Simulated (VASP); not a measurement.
# GaN (F-43m) in VASP: a series of runs

The runs below take GaN through relaxation of cell and atoms, with LDA.

Everything below comes from runs of VASP 6.6.1. Logs are shortened: lines on timing, memory, paths and dates and some standing lists are left out, and cuts for length are marked.

### 1 The cell of the first run

The structure is cubic, space group F-43m (No. 216). The conventional cell has a = 4.455 Å, b = 4.455 Å, c = 4.455 Å, α = 90.00°, β = 90.00°, γ = 90.00°. Within 2.6 Å of Ga (site symmetry -43m) lie 4 N at 1.93 Å. Within 2.6 Å of N (site symmetry -43m) lie 4 Ga at 1.93 Å.

### 2 Relaxation of cell and atoms, LDA, target pressure 7 GPa, at which the enthalpy is minimised

The input, INCAR:

```
PREC = Accurate ; ENCUT = 600
EDIFF = 1E-7 ; ISMEAR = 0
SIGMA = 0.01 ; LREAL = F
LASPH = T ; NELM = 60
ALGO = Normal ; ISIF = 3
LWAVE = F ; LCHARG = F
GGA = CA ; IBRION = 2
NSW = 100 ; EDIFFG = -0.002
PSTRESS = 70.0
```

The input, KPOINTS:

```
Automatic mesh
0
Gamma
  10 10 10
```

The input, POSCAR:

```
GaN
1.0
    2.2277045003      2.2277045003      0.0000000000
   -2.2277045003      2.2277045003      0.0000000000
    0.0000000000      2.2277045003      2.2277045003
Ga N
1 1
Direct
    0.0000000000      0.0000000000      0.0000000000
    0.2500000000      0.7500000000      0.5000000000
```

Potentials or basis: VASP PAW LDA potentials, release 64 (Ga_d, N).

Launch:

```
cat potpaw_LDA.64/Ga_d/POTCAR potpaw_LDA.64/N/POTCAR > POTCAR
mpirun -np 1 vasp_std > vasp.out
```

OUTCAR:

```text
PREC = Accurate
   ENCUT = 600
   EDIFF = 1E-7
   ISMEAR = 0
   LREAL = F
   LASPH = T
   NELM = 60
   ISIF = 3
   GGA = CA
   IBRION = 2
   NSW = 100
   EDIFFG = -0.002
   PSTRESS = 70.0

 ion  position               nearest neighbor table
   1  0.000  0.000  0.000-   2 1.93   2 1.93   2 1.93   2 1.93
   2  0.250  0.750  0.500-   1 1.93   1 1.93   1 1.93   1 1.93

  LATTYP: Found a face centered cubic cell.
 ALAT       =     4.4554090006

  Lattice vectors:

 A1 = (   0.0000000000,   2.2277045003,   2.2277045003)
 A2 = (   2.2277045003,   0.0000000000,   2.2277045003)
 A3 = (   2.2277045003,   2.2277045003,   0.0000000000)

Analysis of symmetry for initial positions (statically):
=====================================================================
 Subroutine PRICEL returns:
 Original cell was already a primitive cell.

 Routine SETGRP: Setting up the symmetry group for a
 face centered cubic supercell.

 Subroutine GETGRP returns: Found 24 space group operations
 (whereof 24 operations were pure point group operations)
 out of a pool of 48 trial point group operations.

The static configuration has the point symmetry T_d .

Analysis of symmetry for dynamics (positions and initial velocities):
=====================================================================
 Subroutine PRICEL returns:
 Original cell was already a primitive cell.

 Routine SETGRP: Setting up the symmetry group for a
 face centered cubic supercell.

 Subroutine GETGRP returns: Found 24 space group operations
 (whereof 24 operations were pure point group operations)
 out of a pool of 48 trial point group operations.

The dynamic configuration has the point symmetry T_d .

 Subroutine INISYM returns: Found 24 space group operations
 (whereof 24 operations are pure point group operations),
 and found     1 'primitive' translations

----------------------------------------------------------------------------------------

                                     Primitive cell

  volume of cell :      22.1107

  direct lattice vectors                    reciprocal lattice vectors
     2.227704500  2.227704500  0.000000000     0.224446285  0.224446285 -0.224446285
    -2.227704500  2.227704500  0.000000000    -0.224446285  0.224446285 -0.224446285
     0.000000000  2.227704500  2.227704500     0.000000000  0.000000000  0.448892571

  length of vectors
     3.150449917  3.150449917  3.150449917     0.388752370  0.388752370  0.448892571

  position of ions in fractional coordinates (direct lattice)
     0.000000000  0.000000000  0.000000000
     0.250000000  0.750000000  0.500000000

  ion indices of the primitive-cell ions
   primitive index   ion index
                 1           1
                 2           2

----------------------------------------------------------------------------------------

 KPOINTS: Automatic mesh

Automatic generation of k-mesh.
 Grid dimensions read from file:
 generate k-points for:   10   10   10

 Generating k-lattice:

  Cartesian coordinates                     Fractional coordinates (reciprocal lattice)
     0.022444629  0.022444629 -0.022444629     0.100000000  0.000000000  0.000000000
    -0.022444629  0.022444629 -0.022444629     0.000000000  0.100000000  0.000000000
     0.000000000  0.000000000  0.044889257     0.000000000  0.000000000  0.100000000

  Length of vectors
     0.038875237  0.038875237  0.044889257

  Shift w.r.t. Gamma in fractional coordinates (k-lattice)
     0.000000000  0.000000000  0.000000000

 Subroutine IBZKPT returns following result:
 ===========================================

 Found     47 irreducible k-points:

 Following reciprocal coordinates:
            Coordinates               Weight
  0.000000  0.000000  0.000000      1.000000
  0.100000  0.000000  0.000000      8.000000
  0.200000  0.000000  0.000000      8.000000
  0.300000  0.000000  0.000000      8.000000
  0.400000  0.000000  0.000000      8.000000
  0.500000  0.000000  0.000000      4.000000
[... 16 lines left out ...]
  0.300000  0.300000  0.000000     12.000000
  0.400000  0.300000  0.000000     24.000000
 [... further k-points ...]
   k-points           NKPTS =     47   k-points in BZ     NKDIM =     47   number of bands    NBANDS=     13
   number of dos      NEDOS =    301   number of ions     NIONS =      2
   total plane-waves  NPLWV =  21952
   dimension x,y,z NGX =    28 NGY =   28 NGZ =   28
   dimension x,y,z NGXF=    56 NGYF=   56 NGZF=   56
   ions per type =               1   1
   NGX,Y,Z   is equivalent  to a cutoff of  14.78, 14.78, 14.78 a.u.
   NGXF,Y,Z  is equivalent  to a cutoff of  29.55, 29.55, 29.55 a.u.
 SYSTEM =  unknown system
   PREC   = accura    normal or accurate (medium, high low for compatibility)
   ISTART =      0    job   : 0-new  1-cont  2-samecut
   ICHARG =      2    charge: 1-file 2-atom 10-const
   ISPIN  =      1    spin polarized calculation?
   LNONCOLLINEAR =      F non collinear calculations
   LSORBIT =      F    spin-orbit coupling
   LASPH  =      T    aspherical Exc in radial PAW
   ENCUT  =  600.0 eV  44.10 Ry    6.64 a.u.   6.29  6.29  6.29*2*pi/ulx,y,z
   NELM   =     60;   NELMIN=  2; NELMDL= -5     # of ELM steps
   EDIFF  = 0.1E-06   stopping-criterion for ELM
   LREAL  =      F    real-space projection
   EDIFFG = -.2E-02   stopping-criterion for IOM
   NSW    =    100    number of steps for IOM
   IBRION =      2    ionic relax: 0-MD 1-quasi-New 2-CG
   NFREE  =      1    steps in history (QN), initial steepest desc. (CG)
   ISIF   =      3    stress and relaxation
   ISYM   =      2    0-nonsym 1-usesym 2-fastsym
   POTIM  = 0.5000    time-step for ionic-motion
   TEBEG  =    0.0;   TEEND  =   0.0 temperature during run
   PSTRESS=   70.0 pullay stress
   NELECT =      18.0000    total number of electrons
   NUPDOWN=      -1.0000    fix difference up-down
   EMIN   =  10.00;   EMAX   =-10.00  energy-range for DOS
   EFERMI =   0.00;   METHOD = LEGACY
   ISMEAR =     0;   SIGMA  =   0.01  broadening in eV -4-tet -1-fermi 0-gaus
   EFERMI_NEDOS =   21; number of points for ismear=-14 and -15
   IALGO  =     38    algorithm
   IMIX   =      4    mixing-type and parameters
     AMIX     =   0.40;   BMIX     =  1.00
     AMIX_MAG =   1.60;   BMIX_MAG =  1.00
  volume/ion in A,a.u.               =      11.06        74.61
  Fermi-wavevector in a.u.,A,eV,Ry     =   1.528615  2.888663 31.792237  2.336663
  Thomas-Fermi vector in A             =   2.636349
   LORBIT       =      0    0 simple, 1 ext, 2 COOP (PROOUT), +10 PAW based schemes
   GGA     = CA    functional components
   LHFCALC =     F    Hartree Fock is set to
   AEXX    =    0.0000 exact exchange contribution
   IVDW    =     0    specifies the selected vdW correction
   LEPSILON=     F    determine dielectric tensor
   LRPA    =     F    only Hartree local field effects (RPA)
 conjugate gradient relaxation of ions
 non-spin polarized calculation
 Gauss-broadening in eV      SIGMA  =   0.01
  energy-cutoff  :      600.00
  volume of cell :       22.11
 maximum number of plane-waves:       754
 NGX is ok and might be reduce to    28
   NGX = 13   NGY = 13   NGZ = 13

--------------------------------------- Ionic step        1  -------------------------------------------

 number of electron      18.0000001 magnetization

 Free energy of the ion-electron system (eV)
  ---------------------------------------------------
  ext. energy  EPLUGINS =         0.00000000
  ---------------------------------------------------
  free energy    TOTEN  =       -13.94409944 eV

  energy without entropy =      -13.94409944  energy(sigma->0) =      -13.94409944

------------------------ aborting loop because EDIFF is reached ----------------------------------------

  FORCE on cell =-STRESS in cart. coord.  units (eV):
  Direction    XX          YY          ZZ          XY          YZ          ZX
  --------------------------------------------------------------------------------------
  -------------------------------------------------------------------------------------
  Total        0.1370616      0.1370616      0.1370616     -0.0000000     -0.0000000     -0.0000000
  in kB        9.9317032      9.9317032      9.9317032     -0.0000000     -0.0000000     -0.0000000
  external PRESSURE =     -60.0682968 kB  Pullay stress =      70.0000000 kB
[... 175 lines left out ...]
  enthalpy is  TOTEN    =       -12.9895513371 eV   P V=        0.9403147602

--------------------------------------- Ionic step        6  -------------------------------------------

 number of electron      17.9999999 magnetization

 Free energy of the ion-electron system (eV)
  ---------------------------------------------------
  ext. energy  EPLUGINS =         0.00000000
  ---------------------------------------------------
  free energy    TOTEN  =       -13.92942515 eV

  energy without entropy =      -13.92942515  energy(sigma->0) =      -13.92942515

 E-fermi :   5.7962     XC(G=0): -12.4528

 val. band max:        5.7386374747   @ k =   0.0000   0.0000   0.0000
 cond. band min:       7.8888110403   @ k =   0.0000   0.0000   0.0000
 fundamental gap:      2.1501735656
 Fermi energy:         5.7962095404

 k-point     1 :       0.0000    0.0000    0.0000
  band No.  band energies     occupation
      1     -10.6209      2.00000
      2      -7.8901      2.00000
      3      -7.8901      2.00000
      4      -7.8901      2.00000
      5      -7.5045      2.00000
      6      -7.5045      2.00000
      7       5.7386      2.00000
      8       5.7386      2.00000
      9       5.7386      2.00000
     10       7.8888      0.00000
     11      16.2364      0.00000
     12      16.2364      0.00000
     13      16.2364      0.00000
[... 353 lines left out ...]
 k-point    24 :       0.4000    0.3000    0.0000
  band No.  band energies     occupation
      1      -9.3822      2.00000
      2      -7.7627      2.00000
      3      -7.6201      2.00000
      4      -7.5726      2.00000
      5      -7.4666      2.00000
      6      -5.5488      2.00000
      7      -0.6416      2.00000
      8       1.3442      2.00000
      9       3.6293      2.00000
     10      11.2566      0.00000
     11      13.9418      0.00000
     12      16.6192      0.00000
     13      18.4226      0.00000

 [... further k-points ...]
[... 5 lines left out ...]
  --------------------------------------------------------------------------------------
  -------------------------------------------------------------------------------------
  Total        0.9410672      0.9410672      0.9410672      0.0000000     -0.0000000     -0.0000000
  in kB       70.0891705     70.0891705     70.0891705      0.0000000     -0.0000000     -0.0000000
  external PRESSURE =       0.0891705 kB  Pullay stress =      70.0000000 kB
[... 17 lines left out ...]
  FREE ENERGIE OF THE ION-ELECTRON SYSTEM (eV)
  ---------------------------------------------------
  free  energy   TOTEN  =       -13.9294251503 eV

  energy  without entropy=      -13.9294251503  energy(sigma->0) =      -13.92942515

  enthalpy is  TOTEN    =       -12.9895551930 eV   P V=        0.9398699572

 reached required accuracy - stopping structural energy minimisation
```

Wall time 47 s (1 thread of AMD EPYC 7R13 (Zen 3), shared host); peak memory 0.13 GiB.

Results:

| Quantity | Value |
| --- | --- |
| Free energy | -13.9294 eV |
| Relaxed volume | 10.76 Å³/atom |
| Relaxed cell | a = 3.122 Å, b = 3.122 Å, c = 3.122 Å, α = 60.00°, β = 60.00°, γ = 90.00° |
| Space group after relaxing (to 0.05 Å) | F-43m (No. 216) |
| Energy change on relaxing (the enthalpy is what falls) | +7.3 meV/atom |
| Ionic steps | 6 |
| Pressure after relaxing | 7.0 GPa |
| Band gap on the k mesh | 2.15 eV, direct |

Step by step:
```csv
step,energy change (eV),largest force (eV/Å),pressure (GPa),volume (Å³)
1,0.0000,0.0000,0.99,22.11
2,0.0628,0.0000,15.22,20.81
3,0.0145,0.0000,6.96,21.52
4,0.0150,0.0000,7.10,21.50
5,0.0142,0.0000,6.85,21.52
6,0.0147,0.0000,7.01,21.51
```

Final structure:
```cif
data_structure
_symmetry_space_group_name_H-M 'P 1'
_symmetry_Int_Tables_number 1
_cell_length_a 3.1218
_cell_length_b 3.1218
_cell_length_c 3.1218
_cell_angle_alpha 60.000
_cell_angle_beta 60.000
_cell_angle_gamma 90.000
_cell_volume 21.51
loop_
_atom_site_label
_atom_site_type_symbol
_atom_site_fract_x
_atom_site_fract_y
_atom_site_fract_z
_atom_site_occupancy
Ga1 Ga 0.00000 0.00000 0.00000 1
N1 N 0.25000 0.75000 0.50000 1
```

Levels at points of the mesh, in eV from the valence-band top:
```csv
k point,band 5,band 6,band 7,band 8,band 9,band 10,band 11,band 12,band 13
"(0.00, 0.00, 0.00)",-13.24,-13.24,0.00,0.00,0.00,2.15,10.50,10.50,10.50
"(0.50, 0.00, 0.00)",-13.19,-11.87,-7.54,-1.06,-1.06,4.97,8.90,10.52,10.52
"(0.50, 0.50, 0.00)",-13.15,-11.40,-6.47,-2.96,-2.96,3.26,6.84,11.96,14.42
```

Caveat: the cell is relaxed towards a set pressure, so the enthalpy falls and the energy may rise. Expect the measured gap to be larger: semilocal functionals such as LDA lack the derivative discontinuity.

### 3 Relaxation of cell and atoms, LDA, target pressure 10 GPa, at which the enthalpy is minimised

The input, INCAR:

```
PREC = Accurate
ENCUT = 600
EDIFF = 1E-6
ISMEAR = 0
SIGMA = 0.01
LREAL = F
LASPH = T
NELM = 100
ALGO = Normal
ISIF = 3
LWAVE = F
LCHARG = F
IBRION = 2
NSW = 100
EDIFFG = -0.002
PSTRESS = 100.0
```

KPOINTS is that of step 2.

POSCAR is that of step 2.

Potentials or basis: VASP PAW LDA potentials, release 64 (Ga_d, N).

Launch:

```
cat potpaw_LDA.64/Ga_d/POTCAR potpaw_LDA.64/N/POTCAR > POTCAR
mpirun -np 1 vasp_std > vasp.out
```

It took 45 s on 1 thread of AMD EPYC 7R13 (Zen 3), shared host; peak memory 0.13 GiB.

The run converged. Its results:

| Property | Result |
| --- | --- |
| Free energy | -13.9151 eV |
| Relaxed volume | 10.62 Å³/atom |
| Relaxed cell | a = 3.109 Å, b = 3.109 Å, c = 3.109 Å, α = 60.00°, β = 60.00°, γ = 90.00° |
| Space group after relaxing (to 0.05 Å) | F-43m (No. 216) |
| Energy change on relaxing (the enthalpy is what falls) | +14.5 meV/atom |
| Ionic steps | 6 |
| Pressure after relaxing | 10.0 GPa |
| Band gap on the k mesh | 2.23 eV, direct |

The path:
| step | energy change (eV) | largest force (eV/Å) | pressure (GPa) | volume (Å³) |
| --- | --- | --- | --- | --- |
| 1 | 0.0000 | 0.0000 | 1.00 | 22.11 |
| 2 | 0.1390 | 0.0000 | 23.77 | 20.18 |
| 3 | 0.0282 | 0.0000 | 9.70 | 21.25 |
| 4 | 0.0297 | 0.0000 | 10.17 | 21.23 |
| 5 | 0.0278 | 0.0000 | 9.72 | 21.26 |
| 6 | 0.0290 | 0.0000 | 10.03 | 21.24 |

Final structure:
```
Ga N
1.0
     2.19812    2.19812    0.00000
    -2.19812    2.19812    0.00000
     0.00000    2.19812    2.19812
Ga N
1 1
Direct
  0.00000 0.00000 0.00000
  0.25000 0.75000 0.50000
```

Levels at points of the mesh, in eV from the valence-band top:
| k point | band 5 | band 6 | band 7 | band 8 | band 9 | band 10 | band 11 | band 12 | band 13 |
| --- | --- | --- | --- | --- | --- | --- | --- | --- | --- |
| (0.00, 0.00, 0.00) | -13.25 | -13.25 | 0.00 | 0.00 | 0.00 | 2.23 | 10.58 | 10.58 | 10.58 |
| (0.50, 0.00, 0.00) | -13.19 | -11.87 | -7.63 | -1.08 | -1.08 | 5.06 | 8.96 | 10.59 | 10.59 |
| (0.50, 0.50, 0.00) | -13.15 | -11.41 | -6.52 | -3.01 | -3.01 | 3.27 | 6.91 | 12.05 | 14.55 |

Caveat: the cell is relaxed towards a set pressure, so the enthalpy falls and the energy may rise.

(Continued in part 2 of 2.)
